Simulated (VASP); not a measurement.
# BaTiO3 (P4mm) in VASP: a series of runs, part 2 of 2

VASP 6.6.1. Earlier steps stand in the parts before.

## (4) Single point, r2SCAN (strain -0.030 along x and y, +0.015 along z)

File POSCAR:

```
BaTiO3
1.0
    3.8531472937      0.0000000000      0.0000000000
    0.0000000000      3.8531472937      0.0000000000
    0.0000000000      0.0000000000      4.1740683064
Ba Ti O
1 1 3
Direct
    0.0000000000      0.0000000000      0.9926109041
    0.5000000000      0.5000000000      0.4745255187
    0.5000000000      0.5000000000      0.0315737051
    0.5000000000      0.0000000000      0.5146449361
    0.0000000000      0.5000000000      0.5146449361
```

File INCAR.step1:

```
PREC = Accurate
ENCUT = 520
ISMEAR = 0
SIGMA = 0.05
LREAL = F
LASPH = T
NELM = 100
NBANDS = 28
GGA = PE
ALGO = Normal
EDIFF = 1E-4
LWAVE = T
LCHARG = F
```

File INCAR.step2:

```
PREC = Accurate
ENCUT = 520
EDIFF = 1E-6
ISMEAR = 0
SIGMA = 0.05
LREAL = F
LASPH = T
NELM = 100
ALGO = Normal
ISIF = 2
LWAVE = F
LCHARG = F
METAGGA = R2SCAN
LMIXTAU = T
NBANDS = 28
ISTART = 1
```

File KPOINTS:

```
Automatic mesh
0
Gamma
  8 8 8
```

Potentials or basis: VASP PAW PBE potentials, release 64 (Ba_sv, Ti_sv, O).

Launch:

```bash
$ cat potpaw_PBE.64/Ba_sv/POTCAR potpaw_PBE.64/Ti_sv/POTCAR potpaw_PBE.64/O/POTCAR > POTCAR
$ cp INCAR.step1 INCAR
$ mpirun -np 1 vasp_std > vasp.out
$ cp INCAR.step2 INCAR
$ mpirun -np 1 vasp_std > vasp.out
```

OUTCAR:

```text
PREC = Accurate
   ENCUT = 520
   EDIFF = 1E-6
   ISMEAR = 0
   LREAL = F
   LASPH = T
   NELM = 100
   ISIF = 2
   METAGGA = R2SCAN
   ISTART = 1

 ion  position               nearest neighbor table
   1  0.000  0.000  0.993-   3 2.73   3 2.73   3 2.73   3 2.73   5 2.77   5 2.77   4 2.77   4 2.77
                             4 2.91   5 2.91   5 2.91   4 2.91   2 3.39   2 3.39   2 3.39   2 3.39
   2  0.500  0.500  0.475-   3 1.85   4 1.93   5 1.93   4 1.93   5 1.93   3 2.33   1 3.39   1 3.39
                             1 3.39   1 3.39   1 3.48   1 3.48   1 3.48   1 3.48
   3  0.500  0.500  0.032-   2 1.85   2 2.33   1 2.73   1 2.73   1 2.73   1 2.73
   4  0.500  0.000  0.515-   2 1.93   2 1.93   1 2.77   1 2.77   1 2.91   1 2.91
   5  0.000  0.500  0.515-   2 1.93   2 1.93   1 2.77   1 2.77   1 2.91   1 2.91

  LATTYP: Found a simple tetragonal cell.
 ALAT       =     3.8531472937
 C/A-ratio  =     1.0832880210

  Lattice vectors:

 A1 = (   3.8531472937,   0.0000000000,   0.0000000000)
 A2 = (   0.0000000000,   3.8531472937,   0.0000000000)
 A3 = (   0.0000000000,   0.0000000000,   4.1740683064)

Analysis of symmetry for initial positions (statically):
=====================================================================
 Subroutine PRICEL returns:
 Original cell was already a primitive cell.

 Routine SETGRP: Setting up the symmetry group for a
 simple tetragonal supercell.

 Subroutine GETGRP returns: Found  8 space group operations
 (whereof  8 operations were pure point group operations)
 out of a pool of 16 trial point group operations.

The static configuration has the point symmetry C_4v.

Analysis of symmetry for dynamics (positions and initial velocities):
=====================================================================
 Subroutine PRICEL returns:
 Original cell was already a primitive cell.
[... 131 lines left out ...]
   IALGO  =     38    algorithm
   IMIX   =      4    mixing-type and parameters
     AMIX     =   0.40;   BMIX     =  1.00
     AMIX_MAG =   1.60;   BMIX_MAG =  1.00
  volume/ion in A,a.u.               =      12.39        83.64
  Fermi-wavevector in a.u.,A,eV,Ry     =   1.414809  2.673602 27.234582  2.001685
  Thomas-Fermi vector in A             =   2.536313
   LORBIT       =      0    0 simple, 1 ext, 2 COOP (PROOUT), +10 PAW based schemes
   METAGGA = R2SCAN    functional components
   LHFCALC =     F    Hartree Fock is set to
   AEXX    =    0.0000 exact exchange contribution
   IVDW    =     0    specifies the selected vdW correction
   LEPSILON=     F    determine dielectric tensor
   LRPA    =     F    only Hartree local field effects (RPA)
 non-spin polarized calculation
 Gauss-broadening in eV      SIGMA  =   0.05
  energy-cutoff  :      520.00
  volume of cell :       61.97
 maximum number of plane-waves:      1696
 NGX is ok and might be reduce to    30
   NGX = 15   NGY = 15   NGZ = 15

 number of electron      40.0000022 magnetization

 Free energy of the ion-electron system (eV)
  ---------------------------------------------------
  ext. energy  EPLUGINS =         0.00000000
  ---------------------------------------------------
  free energy    TOTEN  =       -74.07513638 eV

  energy without entropy =      -74.07513638  energy(sigma->0) =      -74.07513638

 E-fermi :   4.3421     XC(G=0): -12.0935

 val. band max:        4.0413851671   @ k =   0.5000   0.5000   0.5000
 cond. band min:       6.3427655742   @ k =   0.0000   0.0000   0.0000
 fundamental gap:      2.3013804072
 Fermi energy:         4.3420934238

 k-point     1 :       0.0000    0.0000    0.0000
  band No.  band energies     occupation
      1     -54.6209      2.00000
      2     -29.8913      2.00000
      3     -29.8203      2.00000
      4     -29.8203      2.00000
      5     -21.6644      2.00000
      6     -14.1905      2.00000
[... 733 lines left out ...]
     27      12.7163      0.00000
     28      13.4250      0.00000

 [... further k-points ...]

------------------------ aborting loop because EDIFF is reached ----------------------------------------

  FORCE on cell =-STRESS in cart. coord.  units (eV):
  Direction    XX          YY          ZZ          XY          YZ          ZX
  --------------------------------------------------------------------------------------
  -------------------------------------------------------------------------------------
  Total        5.9889260      5.9889260      1.7634206      0.0000000     -0.0000000      0.0000000
  in kB      154.8348631    154.8348631     45.5906434      0.0000000     -0.0000000      0.0000000
  external PRESSURE =     118.4201232 kB  Pullay stress =       0.0000000 kB

 VOLUME and BASIS-vectors are now :
 -----------------------------------------------------------------------------
  energy-cutoff  :      520.00
  volume of cell :       61.97
      direct lattice vectors                 reciprocal lattice vectors
     3.853147294  0.000000000  0.000000000     0.259528101  0.000000000  0.000000000
     0.000000000  3.853147294  0.000000000     0.000000000  0.259528101  0.000000000
     0.000000000  0.000000000  4.174068306     0.000000000  0.000000000  0.239574422

 POSITION                                       TOTAL-FORCE (eV/Angst)
 -----------------------------------------------------------------------------------
      0.00000      0.00000      4.14323         0.000000      0.000000      0.009506
      1.92657      1.92657      1.98070         0.000000      0.000000     -0.166808
      1.92657      1.92657      0.13179         0.000000     -0.000000      0.015421
      1.92657      0.00000      2.14816         0.000000      0.000000      0.070941
      0.00000      1.92657      2.14816         0.000000      0.000000      0.070941
 -----------------------------------------------------------------------------------
    total drift:                                0.000000      0.000000     -0.004359

  FREE ENERGIE OF THE ION-ELECTRON SYSTEM (eV)
  ---------------------------------------------------
  free  energy   TOTEN  =       -74.0751363759 eV

  energy  without entropy=      -74.0751363759  energy(sigma->0) =      -74.07513638
```

OUTCAR.step1:

```text
PREC = Accurate
   ENCUT = 520
   ISMEAR = 0
   LREAL = F
[... 980 lines left out ...]
      1.92657      1.92657      1.98070         0.000000     -0.000000     -0.204275
      1.92657      1.92657      0.13179         0.000000      0.000000     -0.033546
      1.92657      0.00000      2.14816         0.000000      0.000000      0.117593
      0.00000      1.92657      2.14816         0.000000      0.000000      0.117593
 -----------------------------------------------------------------------------------
    total drift:                                0.000000      0.000000     -0.003947

  FREE ENERGIE OF THE ION-ELECTRON SYSTEM (eV)
  ---------------------------------------------------
  free  energy   TOTEN  =       -39.7747927397 eV

  energy  without entropy=      -39.7747927397  energy(sigma->0) =      -39.77479274
```

OSZICAR.step1:

```text
N       E                     dE             d eps       ncg     rms          rms(c)
DAV:   1     0.444612256889E+03    0.44461E+03   -0.21010E+04  4200   0.156E+03
DAV:   2    -0.360809528824E+01   -0.44822E+03   -0.42607E+03  4868   0.433E+02
DAV:   3    -0.481228568768E+02   -0.44515E+02   -0.44114E+02  5852   0.135E+02
DAV:   4    -0.502328810153E+02   -0.21100E+01   -0.21054E+01  6296   0.252E+01
DAV:   5    -0.502851332989E+02   -0.52252E-01   -0.52243E-01  5540   0.322E+00    0.248E+01
DAV:   6    -0.398614216271E+02    0.10424E+02   -0.54280E+01  6040   0.699E+01    0.100E+01
DAV:   7    -0.398874969404E+02   -0.26075E-01   -0.94619E+00  5648   0.231E+01    0.752E+00
DAV:   8    -0.397531935497E+02    0.13430E+00   -0.69724E-01  5264   0.821E+00    0.314E+00
DAV:   9    -0.397900135939E+02   -0.36820E-01   -0.22136E-01  5728   0.338E+00    0.122E+00
DAV:  10    -0.397753645068E+02    0.14649E-01   -0.88072E-02  5128   0.310E+00    0.313E-01
DAV:  11    -0.397749838642E+02    0.38064E-03   -0.41019E-03  5544   0.474E-01    0.783E-02
DAV:  12    -0.397748062583E+02    0.17761E-03   -0.50140E-04  4780   0.178E-01    0.430E-02
DAV:  13    -0.397747927397E+02    0.13519E-04   -0.16066E-04  3584   0.140E-01
   1 F= -.39774793E+02 E0= -.39774793E+02  d E =-.574799E-16
```

Wall time 3 min (1 thread of Intel Xeon 6975P-C (Granite Rapids), shared host); peak memory 0.27 GiB.

What came out:

```yaml
Free_energy: -74.0751 eV
Pressure: 11.8 GPa
Largest_force: 0.167 eV/Å
Band_gap_on_the_k_mesh: 2.30 eV (least direct gap 2.88 eV)
```

Forces on the atoms (eV/Å):
```
Ba   0.000  0.000  0.010
Ti   0.000  0.000 -0.167
O    0.000  0.000  0.015
O    0.000  0.000  0.071
O    0.000  0.000  0.071
```

Caveat: the cell differs from its parent crystal (strain -0.030 along x and y, +0.015 along z); the stress differs along the axes, from 5 to 15 GPa; the PAW data sets were made with another functional, which shifts forces and pressure a little; spin-orbit coupling is left out, which moves the levels of the heavy elements.

## (5) Summary

```tsv
cell	gap on the mesh (eV)	pressure (GPa)	largest force (eV/Å)
a = 3.853, b = 3.853, c = 4.112 Å, 5 atoms	2.34	14.9	0.40
a = 3.913, b = 3.913, c = 3.989 Å, 5 atoms	2.36	14.5	1.28
a = 3.853, b = 3.853, c = 4.174 Å, 5 atoms	2.30	11.8	0.17
```

Alike in all rows: task single point; level r2SCAN; potentials or basis VASP PAW PBE potentials, release 64 (Ba_sv, Ti_sv, O); no spin polarisation; k mesh 8 × 8 × 8; cutoff (eV) 520; smearing gaussian 0.05 eV.

Caveats: the PAW data sets were made with another functional, which shifts forces and pressure a little; spin-orbit coupling is left out, which moves the levels of the heavy elements; the stress differs along the axes, from 10 to 18 GPa (at least some runs); the cell stands under pressure (at least some runs); the stress differs along the axes, from 5 to 15 GPa (at least some runs).

Absolute energies hang on the potentials; compare differences alone.
